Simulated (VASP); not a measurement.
# WC (P-6m2) in VASP: notebook

WC is run at these levels: PBEsol; tasks: single point.

All numbers are computed with VASP 6.6.1; they aren't measurements. Logs are shortened: lines on timing, memory, paths and dates and some standing lists are left out, and cuts for length are marked.

### 1 The cell of the first run

Symmetry: P-6m2, No. 187, hexagonal system. Conventional cell: a = 2.929 Å, b = 2.929 Å, c = 2.857 Å, α = 90.00°, β = 90.00°, γ = 120.00°. W (site symmetry -6m2) has 6 C at 2.21 Å and 2 W at 2.86 Å within 2.9 Å. C (site symmetry -6m2) has 6 W at 2.21 Å and 2 C at 2.86 Å within 2.9 Å.

### 2 Single point, PBEsol (volume scaled by 1.03)

The input, INCAR:

```
SYSTEM = WC
  PREC = Accurate
  ENCUT = 520
  EDIFF = 1E-7
  ISMEAR = -1
  SIGMA = 0.05
  LREAL = .FALSE.
  LASPH = .TRUE.
  NELM = 80
  ALGO = Normal
  ISIF = 2
  LWAVE = .FALSE.
  LCHARG = .FALSE.
  GGA = PS
  NBANDS = 16
```

The input, KPOINTS:

```
regular mesh
0
G
  13 13 12
  0 0 0
```

The input, POSCAR:

```
WC
1.0
    2.9292211398      0.0000000000      0.0000000000
   -1.4646105699      2.5367799204      0.0000000000
    0.0000000000      0.0000000000      2.8570117227
W C
1 1
Direct
    0.0000000000      0.0000000000      0.0000000000
    0.6666666667      0.3333333333      0.5000000000
```

Potentials or basis: VASP PAW PBE potentials, release 64 (W_sv, C).

Launch:

```console
$ cat potpaw_PBE.64/W_sv/POTCAR potpaw_PBE.64/C/POTCAR > POTCAR
$ mpirun -np 1 vasp_std > vasp.out
```

OUTCAR:

```text
SYSTEM = WC
   PREC = Accurate
   ENCUT = 520
   EDIFF = 1E-7
   ISMEAR = -1
   LREAL = .FALSE.
   LASPH = .TRUE.
   NELM = 80
   ISIF = 2
   GGA = PS

 ion  position               nearest neighbor table
   1  0.000  0.000  0.000-   2 2.21   2 2.21   2 2.21   2 2.21   2 2.21   2 2.21
   2  0.667  0.333  0.500-   1 2.21   1 2.21   1 2.21   1 2.21   1 2.21   1 2.21

  LATTYP: Found a hexagonal cell.
 ALAT       =     2.9292211398
 C/A-ratio  =     0.9753485948

  Lattice vectors:

 A1 = (   2.9292211398,   0.0000000000,   0.0000000000)
 A2 = (  -1.4646105699,   2.5367799204,   0.0000000000)
 A3 = (   0.0000000000,   0.0000000000,   2.8570117227)

Analysis of symmetry for initial positions (statically):
=====================================================================
 Subroutine PRICEL returns:
 Original cell was already a primitive cell.

 Routine SETGRP: Setting up the symmetry group for a
 hexagonal supercell.

 Subroutine GETGRP returns: Found 12 space group operations
 (whereof 12 operations were pure point group operations)
 out of a pool of 24 trial point group operations.

The static configuration has the point symmetry D_3h.

Analysis of symmetry for dynamics (positions and initial velocities):
=====================================================================
 Subroutine PRICEL returns:
 Original cell was already a primitive cell.

 Routine SETGRP: Setting up the symmetry group for a
 hexagonal supercell.

 Subroutine GETGRP returns: Found 12 space group operations
 (whereof 12 operations were pure point group operations)
 out of a pool of 24 trial point group operations.

The dynamic configuration has the point symmetry D_3h.

 Subroutine INISYM returns: Found 12 space group operations
 (whereof 12 operations are pure point group operations),
 and found     1 'primitive' translations

----------------------------------------------------------------------------------------

                                     Primitive cell

  volume of cell :      21.2299

  direct lattice vectors                    reciprocal lattice vectors
     2.929221140  0.000000000  0.000000000     0.341387677  0.197100267  0.000000000
    -1.464610570  2.536779920  0.000000000     0.000000000  0.394200534  0.000000000
     0.000000000  0.000000000  2.857011723     0.000000000  0.000000000  0.350016065

  length of vectors
     2.929221140  2.929221140  2.857011723     0.394200534  0.394200534  0.350016065

  position of ions in fractional coordinates (direct lattice)
     0.000000000  0.000000000  0.000000000
     0.666666667  0.333333333  0.500000000

  ion indices of the primitive-cell ions
   primitive index   ion index
                 1           1
                 2           2

----------------------------------------------------------------------------------------

 KPOINTS: regular mesh

Automatic generation of k-mesh.
 Grid dimensions read from file:
 generate k-points for:   13   13   12

 Generating k-lattice:

  Cartesian coordinates                     Fractional coordinates (reciprocal lattice)
     0.026260591  0.015161559  0.000000000     0.076923077  0.000000000  0.000000000
     0.000000000  0.030323118  0.000000000     0.000000000  0.076923077  0.000000000
     0.000000000  0.000000000  0.029168005     0.000000000  0.000000000  0.083333333

  Length of vectors
     0.030323118  0.030323118  0.029168005

  Shift w.r.t. Gamma in fractional coordinates (k-lattice)
     0.000000000  0.000000000  0.000000000

 Subroutine IBZKPT returns following result:
 ===========================================

 Found    147 irreducible k-points:

 Following reciprocal coordinates:
            Coordinates               Weight
  0.000000  0.000000  0.000000      1.000000
  0.076923  0.000000  0.000000      6.000000
  0.153846  0.000000  0.000000      6.000000
  0.230769  0.000000  0.000000      6.000000
  0.307692  0.000000  0.000000      6.000000
  0.384615  0.000000  0.000000      6.000000
[... 16 lines left out ...]
  0.076923  0.000000  0.083333     12.000000
  0.153846  0.000000  0.083333     12.000000
 [... further k-points ...]
   k-points           NKPTS =    147   k-points in BZ     NKDIM =    147   number of bands    NBANDS=     16
   number of dos      NEDOS =    301   number of ions     NIONS =      2
   total plane-waves  NPLWV =  13824
   dimension x,y,z NGX =    24 NGY =   24 NGZ =   24
   dimension x,y,z NGXF=    48 NGYF=   48 NGZF=   48
   ions per type =               1   1
   NGX,Y,Z   is equivalent  to a cutoff of  13.62, 13.62, 13.97 a.u.
   NGXF,Y,Z  is equivalent  to a cutoff of  27.24, 27.24, 27.93 a.u.
 SYSTEM =  WC
   PREC   = accura    normal or accurate (medium, high low for compatibility)
   ISTART =      0    job   : 0-new  1-cont  2-samecut
   ICHARG =      2    charge: 1-file 2-atom 10-const
   ISPIN  =      1    spin polarized calculation?
   LNONCOLLINEAR =      F non collinear calculations
   LSORBIT =      F    spin-orbit coupling
   LASPH  =      T    aspherical Exc in radial PAW
   ENCUT  =  520.0 eV  38.22 Ry    6.18 a.u.   5.45  5.45  5.31*2*pi/ulx,y,z
   NELM   =     80;   NELMIN=  2; NELMDL= -5     # of ELM steps
   EDIFF  = 0.1E-06   stopping-criterion for ELM
   LREAL  =      F    real-space projection
   EDIFFG = 0.1E-05   stopping-criterion for IOM
   NSW    =      0    number of steps for IOM
   IBRION =     -1    ionic relax: 0-MD 1-quasi-New 2-CG
   NFREE  =      0    steps in history (QN), initial steepest desc. (CG)
   ISIF   =      2    stress and relaxation
   ISYM   =      2    0-nonsym 1-usesym 2-fastsym
   POTIM  = 0.5000    time-step for ionic-motion
   TEBEG  =    0.0;   TEEND  =   0.0 temperature during run
   PSTRESS=    0.0 pullay stress
   NELECT =      18.0000    total number of electrons
   NUPDOWN=      -1.0000    fix difference up-down
   EMIN   =  10.00;   EMAX   =-10.00  energy-range for DOS
   EFERMI =   0.00;   METHOD = LEGACY
   ISMEAR =    -1;   SIGMA  =   0.05  broadening in eV -4-tet -1-fermi 0-gaus
   EFERMI_NEDOS =   21; number of points for ismear=-14 and -15
   IALGO  =     38    algorithm
   IMIX   =      4    mixing-type and parameters
     AMIX     =   0.40;   BMIX     =  1.00
     AMIX_MAG =   1.60;   BMIX_MAG =  1.00
  volume/ion in A,a.u.               =      10.61        71.63
  Fermi-wavevector in a.u.,A,eV,Ry     =   1.549471  2.928075 32.665672  2.400859
  Thomas-Fermi vector in A             =   2.654273
   LORBIT       =      0    0 simple, 1 ext, 2 COOP (PROOUT), +10 PAW based schemes
   GGA     = PS    functional components
   LHFCALC =     F    Hartree Fock is set to
   AEXX    =    0.0000 exact exchange contribution
   IVDW    =     0    specifies the selected vdW correction
   LEPSILON=     F    determine dielectric tensor
   LRPA    =     F    only Hartree local field effects (RPA)
 non-spin polarized calculation
  energy-cutoff  :      520.00
  volume of cell :       21.23
 maximum number of plane-waves:       599
 NGX is ok and might be reduce to    24
   NGX = 11   NGY = 11   NGZ = 11

 number of electron      18.0000000 magnetization

 Free energy of the ion-electron system (eV)
  ---------------------------------------------------
  ext. energy  EPLUGINS =         0.00000000
  ---------------------------------------------------
  free energy    TOTEN  =       -23.88116243 eV

  energy without entropy =      -23.87823631  energy(sigma->0) =      -23.87969937

 E-fermi :  10.6107     XC(G=0): -13.8022

 val. band max:       10.5640073372   @ k =   0.3077   0.2308   0.0000
 cond. band min:      10.6162361424   @ k =   0.4615   0.0000   0.4167
 fundamental gap:      0.0522288052
 Fermi energy:        10.6106631170

 k-point     1 :       0.0000    0.0000    0.0000
  band No.  band energies     occupation
      1     -63.3739      2.00000
      2     -27.3579      2.00000
      3     -27.2652      2.00000
      4     -27.2652      2.00000
      5      -3.6433      2.00000
      6       6.4095      2.00000
[... 8 lines left out ...]
     15      24.6899      0.00000
     16      27.1006      0.00000

 k-point     2 :       0.0769    0.0000    0.0000
  band No.  band energies     occupation
      1     -63.3709      2.00000
      2     -27.3520      2.00000
      3     -27.3107      2.00000
      4     -27.2756      2.00000
      5      -3.4915      2.00000
      6       6.4517      2.00000
[... 8 lines left out ...]
     15      24.3955      0.00000
     16      27.4206      0.00000

 k-point     3 :       0.1538    0.0000    0.0000
  band No.  band energies     occupation
      1     -63.3625      2.00000
      2     -27.4350      2.00000
      3     -27.3359      2.00000
      4     -27.3040      2.00000
      5      -3.0579      2.00000
      6       6.1497      2.00000
[... 8 lines left out ...]
     15      24.0822      0.00000
     16      28.3110      0.00000

 k-point     4 :       0.2308    0.0000    0.0000
  band No.  band energies     occupation
      1     -63.3508      2.00000
      2     -27.6064      2.00000
      3     -27.3439      2.00000
      4     -27.3131      2.00000
      5      -2.4057      2.00000
      6       5.4047      2.00000
[... 8 lines left out ...]
     15      24.2719      0.00000
     16      28.6667      0.00000
[... 324 lines left out ...]
 k-point    22 :       0.0000    0.0000    0.0833
  band No.  band energies     occupation
      1     -63.3714      2.00000
      2     -27.4065      2.00000
      3     -27.2611      2.00000
      4     -27.2611      2.00000
      5      -3.4777      2.00000
      6       6.3186      2.00000
[... 8 lines left out ...]
     15      25.0745      0.00000
     16      27.1468      0.00000

 k-point    23 :       0.0769    0.0000    0.0833
  band No.  band energies     occupation
      1     -63.3684      2.00000
      2     -27.4006      2.00000
      3     -27.3062      2.00000
      4     -27.2713      2.00000
      5      -3.3294      2.00000
      6       6.3894      2.00000
[... 8 lines left out ...]
     15      24.5824      0.00000
     16      27.4271      0.00000

 k-point    24 :       0.1538    0.0000    0.0833
  band No.  band energies     occupation
      1     -63.3601      2.00000
      2     -27.4311      2.00000
      3     -27.3827      2.00000
      4     -27.2997      2.00000
      5      -2.9070      2.00000
      6       6.2143      2.00000
[... 8 lines left out ...]
     15      24.0144      0.00000
     16      28.2252      0.00000

 [... further k-points ...]
[... 5 lines left out ...]
  --------------------------------------------------------------------------------------
  -------------------------------------------------------------------------------------
  Total       -1.3729836     -1.3729836     -1.6138135      0.0000000      0.0000000      0.0000000
  in kB     -103.6165062   -103.6165062   -121.7914952      0.0000000      0.0000000      0.0000000
  external PRESSURE =    -109.6748359 kB  Pullay stress =       0.0000000 kB

 VOLUME and BASIS-vectors are now :
 -----------------------------------------------------------------------------
  energy-cutoff  :      520.00
  volume of cell :       21.23
      direct lattice vectors                 reciprocal lattice vectors
     2.929221140  0.000000000  0.000000000     0.341387677  0.197100267  0.000000000
    -1.464610570  2.536779920  0.000000000     0.000000000  0.394200534  0.000000000
     0.000000000  0.000000000  2.857011723     0.000000000  0.000000000  0.350016065

 POSITION                                       TOTAL-FORCE (eV/Angst)
 -----------------------------------------------------------------------------------
      0.00000      0.00000      0.00000        -0.000000     -0.000000      0.000000
      1.46461      0.84559      1.42851         0.000000      0.000000      0.000000
 -----------------------------------------------------------------------------------
    total drift:                               -0.000000      0.000000      0.000000

  FREE ENERGIE OF THE ION-ELECTRON SYSTEM (eV)
  ---------------------------------------------------
  free  energy   TOTEN  =       -23.8811624260 eV

  energy  without entropy=      -23.8782363065  energy(sigma->0) =      -23.87969937
```

It took 18 s on 1 thread of Intel Xeon 6975P-C (Granite Rapids), shared host; peak memory 0.17 GiB.

What came out:

| Quantity | Value |
| --- | --- |
| Free energy | -23.8812 eV |
| Pressure | -11.0 GPa |
| Band gap on the k mesh | zero (band 9 reaches 11.27 eV, above the bottom of band 10 at 10.04 eV) |

Stress tensor (GPa, compression positive):
```
-10.36   0.00   0.00
  0.00 -10.36   0.00
  0.00   0.00 -12.18
```

Levels at points of the mesh, in eV from the Fermi level:
| k point | band 6 | band 7 | band 8 | band 9 | band 10 | band 11 | band 12 | band 13 |
| --- | --- | --- | --- | --- | --- | --- | --- | --- |
| (0.00, 0.00, 0.00) | -4.20 | -3.24 | -3.24 | 0.12 | 3.12 | 3.12 | 5.53 | 5.53 |
| (0.00, 0.00, 0.50) | -8.53 | -1.95 | -1.95 | -0.57 | -0.57 | 3.61 | 4.46 | 4.46 |

Caveat: the PAW data sets were made with another functional, which shifts forces and pressure a little; spin-orbit coupling is left out, which moves the levels of the heavy elements.

### 3 Single point, PBEsol (volume scaled by 1.06)

The input, INCAR:

```
SYSTEM = WC
  ALGO = Normal
  EDIFF = 1E-6
  ENCUT = 520
  GGA = PS
  ISIF = 2
  ISMEAR = -1
  LASPH = .True.
  LCHARG = .False.
  LREAL = .False.
  LWAVE = .False.
  NBANDS = 16
  NELM = 60
  PREC = Accurate
  SIGMA = 0.05
```

The input, KPOINTS:

```
k-points
0
Gamma
  13 13 12
  0 0 0
```

The input, POSCAR:

```
WC
1.0
    2.9573884556      0.0000000000      0.0000000000
   -1.4786942278      2.5611735314      0.0000000000
    0.0000000000      0.0000000000      2.8844846746
W C
1 1
Direct
    0.0000000000      0.0000000000      0.0000000000
    0.6666666667      0.3333333333      0.5000000000
```

Potentials or basis: VASP PAW PBE potentials, release 64 (W_sv, C).

Launch:

```console
$ cat potpaw_PBE.64/W_sv/POTCAR potpaw_PBE.64/C/POTCAR > POTCAR
$ mpirun -np 1 vasp_std > vasp.out
```

OUTCAR:

```text
SYSTEM = WC
   EDIFF = 1E-6
   ENCUT = 520
   GGA = PS
   ISIF = 2
   ISMEAR = -1
   LASPH = .True.
   LREAL = .False.
   NELM = 60
   PREC = Accurate

 ion  position               nearest neighbor table
   1  0.000  0.000  0.000-   2 2.24   2 2.24   2 2.24   2 2.24   2 2.24   2 2.24
   2  0.667  0.333  0.500-   1 2.24   1 2.24   1 2.24   1 2.24   1 2.24   1 2.24

  LATTYP: Found a hexagonal cell.
 ALAT       =     2.9573884556
 C/A-ratio  =     0.9753485949

  Lattice vectors:

 A1 = (   2.9573884556,   0.0000000000,   0.0000000000)
 A2 = (  -1.4786942278,   2.5611735314,   0.0000000000)
 A3 = (   0.0000000000,   0.0000000000,   2.8844846746)

Analysis of symmetry for initial positions (statically):
=====================================================================
 Subroutine PRICEL returns:
 Original cell was already a primitive cell.

 Routine SETGRP: Setting up the symmetry group for a
 hexagonal supercell.

 Subroutine GETGRP returns: Found 12 space group operations
 (whereof 12 operations were pure point group operations)
 out of a pool of 24 trial point group operations.

The static configuration has the point symmetry D_3h.

Analysis of symmetry for dynamics (positions and initial velocities):
=====================================================================
 Subroutine PRICEL returns:
 Original cell was already a primitive cell.

 Routine SETGRP: Setting up the symmetry group for a
 hexagonal supercell.

 Subroutine GETGRP returns: Found 12 space group operations
 (whereof 12 operations were pure point group operations)
 out of a pool of 24 trial point group operations.

The dynamic configuration has the point symmetry D_3h.

 Subroutine INISYM returns: Found 12 space group operations
 (whereof 12 operations are pure point group operations),
[... 105 lines left out ...]
   TEBEG  =    0.0;   TEEND  =   0.0 temperature during run
   PSTRESS=    0.0 pullay stress
   NELECT =      18.0000    total number of electrons
   NUPDOWN=      -1.0000    fix difference up-down
   EMIN   =  10.00;   EMAX   =-10.00  energy-range for DOS
   EFERMI =   0.00;   METHOD = LEGACY
   ISMEAR =    -1;   SIGMA  =   0.05  broadening in eV -4-tet -1-fermi 0-gaus
   EFERMI_NEDOS =   21; number of points for ismear=-14 and -15
   IALGO  =     38    algorithm
   IMIX   =      4    mixing-type and parameters
     AMIX     =   0.40;   BMIX     =  1.00
     AMIX_MAG =   1.60;   BMIX_MAG =  1.00
  volume/ion in A,a.u.               =      10.92        73.72
  Fermi-wavevector in a.u.,A,eV,Ry     =   1.534713  2.900187 32.046394  2.355344
  Thomas-Fermi vector in A             =   2.641602
   LORBIT       =      0    0 simple, 1 ext, 2 COOP (PROOUT), +10 PAW based schemes
   GGA     = PS    functional components
   LHFCALC =     F    Hartree Fock is set to
   AEXX    =    0.0000 exact exchange contribution
   IVDW    =     0    specifies the selected vdW correction
   LEPSILON=     F    determine dielectric tensor
   LRPA    =     F    only Hartree local field effects (RPA)
 non-spin polarized calculation
  energy-cutoff  :      520.00
  volume of cell :       21.85
 maximum number of plane-waves:       605
 NGX is ok and might be reduce to    24
   NGX = 11   NGY = 11   NGZ = 11

 number of electron      18.0000000 magnetization

 Free energy of the ion-electron system (eV)
  ---------------------------------------------------
  ext. energy  EPLUGINS =         0.00000000
  ---------------------------------------------------
  free energy    TOTEN  =       -23.81982090 eV

  energy without entropy =      -23.81683462  energy(sigma->0) =      -23.81832776

 E-fermi :  10.2055     XC(G=0): -13.6452

 val. band max:       10.1811250087   @ k =   0.3077   0.2308   0.0000
 cond. band min:      10.2136440788   @ k =   0.4615   0.0769   0.5000
 fundamental gap:      0.0325190701
 Fermi energy:        10.2054682175

 k-point     1 :       0.0000    0.0000    0.0000
  band No.  band energies     occupation
      1     -63.8369      2.00000
      2     -27.8197      2.00000
      3     -27.7351      2.00000
      4     -27.7351      2.00000
      5      -3.8230      2.00000
      6       6.1673      2.00000
[... 433 lines left out ...]
      3     -27.8422      2.00000
      4     -27.7663      2.00000
      5      -3.1139      2.00000
      6       5.9615      2.00000
[... 8 lines left out ...]
     15      23.4161      0.00000
     16      27.5393      0.00000

 [... further k-points ...]
[... 5 lines left out ...]
  --------------------------------------------------------------------------------------
  -------------------------------------------------------------------------------------
  Total       -2.6793950     -2.6793950     -3.1303279      0.0000000      0.0000000      0.0000000
  in kB     -196.4860452   -196.4860452   -229.5539682      0.0000000      0.0000000      0.0000000
  external PRESSURE =    -207.5086862 kB  Pullay stress =       0.0000000 kB

 VOLUME and BASIS-vectors are now :
 -----------------------------------------------------------------------------
  energy-cutoff  :      520.00
  volume of cell :       21.85
      direct lattice vectors                 reciprocal lattice vectors
     2.957388456  0.000000000  0.000000000     0.338136168  0.195223008  0.000000000
    -1.478694228  2.561173531  0.000000000     0.000000000  0.390446015  0.000000000
     0.000000000  0.000000000  2.884484675     0.000000000  0.000000000  0.346682376

 POSITION                                       TOTAL-FORCE (eV/Angst)
 -----------------------------------------------------------------------------------
      0.00000      0.00000      0.00000         0.000000     -0.000000      0.000000
      1.47869      0.85372      1.44224        -0.000000      0.000000      0.000000
 -----------------------------------------------------------------------------------
    total drift:                               -0.000000      0.000000      0.000000

  FREE ENERGIE OF THE ION-ELECTRON SYSTEM (eV)
  ---------------------------------------------------
  free  energy   TOTEN  =       -23.8198209006 eV

  energy  without entropy=      -23.8168346235  energy(sigma->0) =      -23.81832776
```

Run time: 15 s. Hardware: 1 thread of Intel Xeon 6975P-C (Granite Rapids), shared host; peak memory 0.17 GiB.

Results:

- Free energy: -23.8198 eV
- Pressure: -20.8 GPa
- Band gap on the k mesh: zero (band 9 reaches 10.86 eV, above the bottom of band 10 at 9.67 eV)

Caveat: the PAW data sets were made with another functional, which shifts forces and pressure a little; spin-orbit coupling is left out, which moves the levels of the heavy elements.

[end of part 1 of 2]
